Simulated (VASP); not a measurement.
# AlRu (Pm-3m) in VASP: notebook

AlRu is run at these levels: PBEsol; tasks: relaxation of cell and atoms.

All numbers are computed with VASP 6.6.1; they aren't measurements. Logs are shortened: lines on timing, memory, paths and dates and some standing lists are left out, and cuts for length are marked.

## Step 1: The cell of the first run

Symmetry: Pm-3m, No. 221, cubic system. Conventional cell: a = 2.977 Å, b = 2.977 Å, c = 2.977 Å, α = 90.00°, β = 90.00°, γ = 90.00°. Al (site symmetry m-3m) has 8 Ru at 2.58 Å and 6 Al at 2.98 Å within 3.4 Å. Ru (site symmetry m-3m) has 8 Al at 2.58 Å and 6 Ru at 2.98 Å within 3.4 Å.

## Step 2: Relaxation of cell and atoms, PBEsol, target pressure 10 GPa, at which the enthalpy is minimised

INCAR reads:

```
  ALGO = Normal
  EDIFF = 1E-7
  EDIFFG = -0.002
  ENCUT = 600
  GGA = PS
  IBRION = 2
  ISIF = 3
  ISMEAR = -1
  LASPH = True
  LCHARG = False
  LREAL = False
  LWAVE = False
  NELM = 60
  NSW = 100
  PREC = Accurate
  PSTRESS = 100.0
  SIGMA = 0.08
```

KPOINTS reads:

```
k-points
0
Gamma
  16 16 16
```

POSCAR reads:

```
AlRu
1.0
    2.9768317452      0.0000000000      0.0000000000
    0.0000000000      2.9768317452      0.0000000000
    0.0000000000      0.0000000000      2.9768317452
Al Ru
1 1
Direct
    0.0000000000      0.0000000000      0.0000000000
    0.5000000000      0.5000000000      0.5000000000
```

Potentials or basis: VASP PAW PBE potentials, release 64 (Al, Ru_pv).

Launch:

```sh
> cat potpaw_PBE.64/Al/POTCAR potpaw_PBE.64/Ru_pv/POTCAR > POTCAR
> mpirun -np 1 vasp_std > vasp.out
```

OUTCAR:

```text
EDIFF = 1E-7
   EDIFFG = -0.002
   ENCUT = 600
   GGA = PS
   IBRION = 2
   ISIF = 3
   ISMEAR = -1
   LASPH = True
   LREAL = False
   NELM = 60
   NSW = 100
   PREC = Accurate
   PSTRESS = 100.0

 ion  position               nearest neighbor table
   1  0.000  0.000  0.000-   2 2.58   2 2.58   2 2.58   2 2.58   2 2.58   2 2.58   2 2.58   2 2.58

   2  0.500  0.500  0.500-   1 2.58   1 2.58   1 2.58   1 2.58   1 2.58   1 2.58   1 2.58   1 2.58

  LATTYP: Found a simple cubic cell.
 ALAT       =     2.9768317452

  Lattice vectors:

 A1 = (   2.9768317452,   0.0000000000,   0.0000000000)
 A2 = (   0.0000000000,   2.9768317452,   0.0000000000)
 A3 = (   0.0000000000,   0.0000000000,   2.9768317452)

Analysis of symmetry for initial positions (statically):
=====================================================================
 Subroutine PRICEL returns:
 Original cell was already a primitive cell.

 Routine SETGRP: Setting up the symmetry group for a
 simple cubic supercell.

 Subroutine GETGRP returns: Found 48 space group operations
 (whereof 48 operations were pure point group operations)
 out of a pool of 48 trial point group operations.

The static configuration has the point symmetry O_h .

Analysis of symmetry for dynamics (positions and initial velocities):
=====================================================================
 Subroutine PRICEL returns:
 Original cell was already a primitive cell.

 Routine SETGRP: Setting up the symmetry group for a
 simple cubic supercell.

 Subroutine GETGRP returns: Found 48 space group operations
 (whereof 48 operations were pure point group operations)
 out of a pool of 48 trial point group operations.

The dynamic configuration has the point symmetry O_h .

 Subroutine INISYM returns: Found 48 space group operations
 (whereof 48 operations are pure point group operations),
 and found     1 'primitive' translations

----------------------------------------------------------------------------------------

                                     Primitive cell

  volume of cell :      26.3793

  direct lattice vectors                    reciprocal lattice vectors
     2.976831745  0.000000000  0.000000000     0.335927619  0.000000000  0.000000000
     0.000000000  2.976831745  0.000000000     0.000000000  0.335927619  0.000000000
     0.000000000  0.000000000  2.976831745     0.000000000  0.000000000  0.335927619

  length of vectors
     2.976831745  2.976831745  2.976831745     0.335927619  0.335927619  0.335927619

  position of ions in fractional coordinates (direct lattice)
     0.000000000  0.000000000  0.000000000
     0.500000000  0.500000000  0.500000000

  ion indices of the primitive-cell ions
   primitive index   ion index
                 1           1
                 2           2

----------------------------------------------------------------------------------------

 KPOINTS: k-points

Automatic generation of k-mesh.
 Grid dimensions read from file:
 generate k-points for:   16   16   16

 Generating k-lattice:

  Cartesian coordinates                     Fractional coordinates (reciprocal lattice)
     0.020995476  0.000000000  0.000000000     0.062500000  0.000000000  0.000000000
     0.000000000  0.020995476  0.000000000     0.000000000  0.062500000  0.000000000
     0.000000000  0.000000000  0.020995476     0.000000000  0.000000000  0.062500000

  Length of vectors
     0.020995476  0.020995476  0.020995476

  Shift w.r.t. Gamma in fractional coordinates (k-lattice)
     0.000000000  0.000000000  0.000000000

 Subroutine IBZKPT returns following result:
 ===========================================

 Found    165 irreducible k-points:

 Following reciprocal coordinates:
            Coordinates               Weight
  0.000000  0.000000  0.000000      1.000000
  0.062500  0.000000  0.000000      6.000000
  0.125000  0.000000  0.000000      6.000000
  0.187500  0.000000  0.000000      6.000000
  0.250000  0.000000  0.000000      6.000000
  0.312500  0.000000  0.000000      6.000000
[... 16 lines left out ...]
  0.437500  0.125000  0.000000     24.000000
  0.500000  0.125000  0.000000     12.000000
 [... further k-points ...]
   k-points           NKPTS =    165   k-points in BZ     NKDIM =    165   number of bands    NBANDS=     12
   number of dos      NEDOS =    301   number of ions     NIONS =      2
   total plane-waves  NPLWV =  13824
   dimension x,y,z NGX =    24 NGY =   24 NGZ =   24
   dimension x,y,z NGXF=    48 NGYF=   48 NGZF=   48
   ions per type =               1   1
   NGX,Y,Z   is equivalent  to a cutoff of  13.40, 13.40, 13.40 a.u.
   NGXF,Y,Z  is equivalent  to a cutoff of  26.81, 26.81, 26.81 a.u.
 SYSTEM =  unknown system
   PREC   = accura    normal or accurate (medium, high low for compatibility)
   ISTART =      0    job   : 0-new  1-cont  2-samecut
   ICHARG =      2    charge: 1-file 2-atom 10-const
   ISPIN  =      1    spin polarized calculation?
   LNONCOLLINEAR =      F non collinear calculations
   LSORBIT =      F    spin-orbit coupling
   LASPH  =      T    aspherical Exc in radial PAW
   ENCUT  =  600.0 eV  44.10 Ry    6.64 a.u.   5.95  5.95  5.95*2*pi/ulx,y,z
   NELM   =     60;   NELMIN=  2; NELMDL= -5     # of ELM steps
   EDIFF  = 0.1E-06   stopping-criterion for ELM
   LREAL  =      F    real-space projection
   EDIFFG = -.2E-02   stopping-criterion for IOM
   NSW    =    100    number of steps for IOM
   IBRION =      2    ionic relax: 0-MD 1-quasi-New 2-CG
   NFREE  =      1    steps in history (QN), initial steepest desc. (CG)
   ISIF   =      3    stress and relaxation
   ISYM   =      2    0-nonsym 1-usesym 2-fastsym
   POTIM  = 0.5000    time-step for ionic-motion
   TEBEG  =    0.0;   TEEND  =   0.0 temperature during run
   PSTRESS=  100.0 pullay stress
   NELECT =      17.0000    total number of electrons
   NUPDOWN=      -1.0000    fix difference up-down
   EMIN   =  10.00;   EMAX   =-10.00  energy-range for DOS
   EFERMI =   0.00;   METHOD = LEGACY
   ISMEAR =    -1;   SIGMA  =   0.08  broadening in eV -4-tet -1-fermi 0-gaus
   EFERMI_NEDOS =   21; number of points for ismear=-14 and -15
   IALGO  =     38    algorithm
   IMIX   =      4    mixing-type and parameters
     AMIX     =   0.40;   BMIX     =  1.00
     AMIX_MAG =   1.60;   BMIX_MAG =  1.00
  volume/ion in A,a.u.               =      13.19        89.01
  Fermi-wavevector in a.u.,A,eV,Ry     =   1.414068  2.672200 27.206037  1.999587
  Thomas-Fermi vector in A             =   2.535648
   LORBIT       =      0    0 simple, 1 ext, 2 COOP (PROOUT), +10 PAW based schemes
   GGA     = PS    functional components
   LHFCALC =     F    Hartree Fock is set to
   AEXX    =    0.0000 exact exchange contribution
   IVDW    =     0    specifies the selected vdW correction
   LEPSILON=     F    determine dielectric tensor
   LRPA    =     F    only Hartree local field effects (RPA)
 conjugate gradient relaxation of ions
 non-spin polarized calculation
  energy-cutoff  :      600.00
  volume of cell :       26.38
 maximum number of plane-waves:       912
 NGX is ok and might be reduce to    24
   NGX = 11   NGY = 11   NGZ = 11

--------------------------------------- Ionic step        1  -------------------------------------------

 number of electron      16.9999996 magnetization

 Free energy of the ion-electron system (eV)
  ---------------------------------------------------
  ext. energy  EPLUGINS =         0.00000000
  ---------------------------------------------------
  free energy    TOTEN  =       -15.53511456 eV

  energy without entropy =      -15.50131047  energy(sigma->0) =      -15.51821252

------------------------ aborting loop because EDIFF is reached ----------------------------------------

  FORCE on cell =-STRESS in cart. coord.  units (eV):
  Direction    XX          YY          ZZ          XY          YZ          ZX
  --------------------------------------------------------------------------------------
  -------------------------------------------------------------------------------------
  Total        0.0053516      0.0053516      0.0053516      0.0000000      0.0000000     -0.0000000
  in kB        0.3250380      0.3250380      0.3250380      0.0000000      0.0000000     -0.0000000
  external PRESSURE =     -99.6749620 kB  Pullay stress =     100.0000000 kB

 VOLUME and BASIS-vectors are now :
 -----------------------------------------------------------------------------
  energy-cutoff  :      600.00
  volume of cell :       26.38
      direct lattice vectors                 reciprocal lattice vectors
     2.976831745  0.000000000  0.000000000     0.335927619  0.000000000  0.000000000
     0.000000000  2.976831745  0.000000000     0.000000000  0.335927619  0.000000000
     0.000000000  0.000000000  2.976831745     0.000000000  0.000000000  0.335927619
[... 84 lines left out ...]
  FREE ENERGIE OF THE ION-ELECTRON SYSTEM (eV)
  ---------------------------------------------------
  free  energy   TOTEN  =       -15.5045340844 eV

  energy  without entropy=      -15.4724417421  energy(sigma->0) =      -15.48848791

  enthalpy is  TOTEN    =       -13.9231271755 eV   P V=        1.5814069089

--------------------------------------- Ionic step        4  -------------------------------------------

 number of electron      17.0000002 magnetization

 Free energy of the ion-electron system (eV)
  ---------------------------------------------------
  ext. energy  EPLUGINS =         0.00000000
  ---------------------------------------------------
  free energy    TOTEN  =       -15.50303675 eV

  energy without entropy =      -15.47098393  energy(sigma->0) =      -15.48701034

 E-fermi :  11.4312     XC(G=0): -12.9786

 val. band max:       11.4267783714   @ k =   0.4375   0.4375   0.1250
 cond. band min:      11.4328755475   @ k =   0.3750   0.1250   0.0625
 fundamental gap:      0.0060971761
 Fermi energy:        11.4311716564

 k-point     1 :       0.0000    0.0000    0.0000
  band No.  band energies     occupation
      1     -30.3171      2.00000
      2     -30.3171      2.00000
      3     -30.3171      2.00000
      4       1.3919      2.00000
      5       7.4993      2.00000
      6       7.4993      2.00000
      7      11.6191      0.17437
      8      11.6191      0.17437
      9      11.6191      0.17437
     10      17.7592      0.00000
     11      17.7592      0.00000
     12      17.7592      0.00000

 k-point     2 :       0.0625    0.0000    0.0000
  band No.  band energies     occupation
      1     -30.3272      2.00000
      2     -30.3162      2.00000
      3     -30.3162      2.00000
      4       1.4711      2.00000
      5       7.5279      2.00000
      6       7.5312      2.00000
      7      11.5147      0.52061
      8      11.5147      0.52061
      9      11.6293      0.15497
     10      17.3758      0.00000
     11      17.9205      0.00000
     12      17.9205      0.00000
[... 316 lines left out ...]
 k-point    24 :       0.5000    0.1250    0.0000
  band No.  band energies     occupation
      1     -30.5723      2.00000
      2     -30.3317      2.00000
      3     -30.2914      2.00000
      4       5.6043      2.00000
      5       5.7343      2.00000
      6       8.5493      2.00000
      7       9.6650      2.00000
      8       9.7480      2.00000
      9      11.5800      0.26927
     10      13.8783      0.00000
     11      19.0741      0.00000
     12      21.3047      0.00000

 [... further k-points ...]
[... 5 lines left out ...]
  --------------------------------------------------------------------------------------
  -------------------------------------------------------------------------------------
  Total        1.5763003      1.5763003      1.5763003     -0.0000000     -0.0000000      0.0000000
  in kB       99.7730467     99.7730467     99.7730467     -0.0000000     -0.0000000      0.0000000
  external PRESSURE =      -0.2269533 kB  Pullay stress =     100.0000000 kB

 VOLUME and BASIS-vectors are now :
 -----------------------------------------------------------------------------
  energy-cutoff  :      600.00
  volume of cell :       25.31
      direct lattice vectors                 reciprocal lattice vectors
     2.936153609  0.000000000 -0.000000000     0.340581636 -0.000000000 -0.000000000
     0.000000000  2.936153609  0.000000000    -0.000000000  0.340581636 -0.000000000
     0.000000000  0.000000000  2.936153609     0.000000000 -0.000000000  0.340581636

 POSITION                                       TOTAL-FORCE (eV/Angst)
 -----------------------------------------------------------------------------------
      0.00000      0.00000      0.00000         0.000000     -0.000000      0.000000
      1.46808      1.46808      1.46808        -0.000000      0.000000      0.000000
 -----------------------------------------------------------------------------------
    total drift:                                0.000000     -0.000000     -0.000000

  FREE ENERGIE OF THE ION-ELECTRON SYSTEM (eV)
  ---------------------------------------------------
  free  energy   TOTEN  =       -15.5030367452 eV

  energy  without entropy=      -15.4709839276  energy(sigma->0) =      -15.48701034

  enthalpy is  TOTEN    =       -13.9231508011 eV   P V=        1.5798859441

 reached required accuracy - stopping structural energy minimisation
```

Wall time 51 s (1 thread of Intel Xeon 6975P-C (Granite Rapids), shared host); peak memory 0.2 GiB.

What came out:

```yaml
Free_energy: -15.5030 eV
Relaxed_volume: 12.66 Å³/atom
Relaxed_cell: a = 2.936 Å, b = 2.936 Å, c = 2.936 Å, α = 90.00°, β = 90.00°, γ = 90.00°
Space_group_after_relaxing_to_0.05_Å: Pm-3m (No. 221)
Energy_change_on_relaxing_the_enthalpy_is_what_falls: +16.0 meV/atom
Ionic_steps: 4
Pressure_after_relaxing: 10.0 GPa
```

The path:
| step | energy change (eV) | largest force (eV/Å) | pressure (GPa) | volume (Å³) |
| --- | --- | --- | --- | --- |
| 1 | 0.0000 | 0.0000 | 0.03 | 26.38 |
| 2 | 0.2935 | 0.0000 | 34.79 | 23.37 |
| 3 | 0.0306 | 0.0000 | 9.72 | 25.34 |
| 4 | 0.0321 | 0.0000 | 9.98 | 25.31 |

Final structure:
```
CELL_PARAMETERS angstrom
2.93615 0.00000 0.00000
0.00000 2.93615 0.00000
0.00000 0.00000 2.93615
ATOMIC_POSITIONS crystal
Al 0.00000 0.00000 0.00000
Ru 0.50000 0.50000 0.50000
```

Levels at points of the mesh, in eV from the Fermi level:
```csv
k point,band 5,band 6,band 7,band 8,band 9,band 10,band 11,band 12
"(0.00, 0.00, 0.00)",-3.93,-3.93,0.19,0.19,0.19,6.33,6.33,6.33
"(0.50, 0.00, 0.00)",-5.59,-3.06,-1.74,-1.74,0.47,2.48,7.39,11.27
"(0.50, 0.50, 0.00)",-3.35,-1.42,-1.42,-1.30,-1.30,1.65,5.64,6.85
"(0.50, 0.50, 0.50)",-4.98,-4.98,1.76,1.76,2.93,4.22,4.22,4.22
```

Caveat: the cell is relaxed towards a set pressure, so the enthalpy falls and the energy may rise; the PAW data sets were made with another functional, which shifts forces and pressure a little.

## Step 3: Relaxation of cell and atoms, PBEsol, target pressure 15 GPa, at which the enthalpy is minimised

INCAR reads:

```
PREC = Accurate
ENCUT = 600
EDIFF = 1E-6
ISMEAR = -1
SIGMA = 0.08
LREAL = F
LASPH = T
NELM = 80
ALGO = Normal
ISIF = 3
LWAVE = F
LCHARG = F
GGA = PS
IBRION = 2
NSW = 100
EDIFFG = -0.002
PSTRESS = 150.0
```

KPOINTS reads:

```
Automatic mesh
0
Gamma
  16 16 16
```

POSCAR is that of step 2.

Potentials or basis: VASP PAW PBE potentials, release 64 (Al, Ru_pv).

Launch:

```sh
> cat potpaw_PBE.64/Al/POTCAR potpaw_PBE.64/Ru_pv/POTCAR > POTCAR
> mpirun -np 1 vasp_std > vasp.out
```

It took 57 s on 1 thread of Intel Xeon 6975P-C (Granite Rapids), shared host; peak memory 0.2 GiB.

It converged, with:

```
Free energy                                            : -15.4672 eV
Relaxed volume                                         : 12.43 Å³/atom
Relaxed cell                                           : a = 2.918 Å, b = 2.918 Å, c = 2.918 Å, α = 90.00°, β = 90.00°, γ = 90.00°
Space group after relaxing (to 0.05 Å)                 : Pm-3m (No. 221)
Energy change on relaxing (the enthalpy is what falls) : +33.9 meV/atom
Ionic steps                                            : 7
Pressure after relaxing                                : 15.0 GPa
```

Step by step:
| step | energy change (eV) | largest force (eV/Å) | pressure (GPa) | volume (Å³) |
| --- | --- | --- | --- | --- |
| 1 | 0.0000 | 0.0000 | 0.04 | 26.38 |
| 2 | 0.7089 | 0.0000 | 60.36 | 21.95 |
| 3 | 0.0621 | 0.0000 | 14.27 | 24.91 |
| 4 | 0.0672 | 0.0000 | 14.93 | 24.86 |
| 5 | 0.0700 | 0.0000 | 15.26 | 24.83 |
| 6 | 0.0641 | 0.0000 | 14.52 | 24.89 |
| 7 | 0.0679 | 0.0000 | 15.01 | 24.85 |

Final structure:
```yaml
crystal:
  lattice:
    - [2.91822, 0.00000, 0.00000]
    - [0.00000, 2.91822, 0.00000]
    - [0.00000, 0.00000, 2.91822]
  atoms:
    - { symbol: Al, position: [0.00000, 0.00000, 0.00000] }
    - { symbol: Ru, position: [0.50000, 0.50000, 0.50000] }
```

Levels at points of the mesh, in eV from the Fermi level:
```csv
k point,band 6,band 7,band 8,band 9,band 10,band 11,band 12
"(0.00, 0.00, 0.00)",-4.04,0.19,0.19,0.19,6.42,6.42,6.42
"(0.50, 0.00, 0.00)",-3.15,-1.79,-1.79,0.48,2.55,7.37,11.37
"(0.50, 0.50, 0.00)",-1.44,-1.44,-1.34,-1.34,1.70,5.77,7.05
"(0.50, 0.50, 0.50)",-5.09,1.81,1.81,3.04,4.27,4.27,4.27
```

Caveat: the cell is relaxed towards a set pressure, so the enthalpy falls and the energy may rise; the PAW data sets were made with another functional, which shifts forces and pressure a little.

(Part 1 of 2 ends here.)
